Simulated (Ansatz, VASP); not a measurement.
**ZrC in VASP and in Ansatz**

```
CELL_PARAMETERS angstrom
0.00000 2.35432 2.35432
2.35432 0.00000 2.35432
2.35432 2.35432 0.00000
ATOMIC_POSITIONS crystal
Zr 0.50000 0.50000 0.50000
C 0.00000 0.00000 0.00000
```

Alike in both runs: functional PBE; k mesh 20 × 20 × 20; occupations gaussian, width 0.1 eV; no spin polarisation.

Ansatz relaxed the structure, and its values are those at the end. VASP's run is a single point on that final structure, the one shown.

|  | VASP | Ansatz |
| --- | --- | --- |
| version | VASP 6.6.1 | Ansatz 0.2.0 |
| potentials or method | VASP PAW PBE potentials, release 64 (Zr_sv, C), cutoff 520 eV | scalar-relativistic, plane waves, PAW |
| valence electrons in the cell | 16 | 16 |

|  | VASP | Ansatz | Ansatz less VASP |
| --- | --- | --- | --- |
| gap on the k mesh at the Fermi level (eV) | none | none | - |
| pressure (GPa) | 0.3 | 0.0 | -0.25 |

A gap of «none» marks a metal or a gap that the smearing closes.
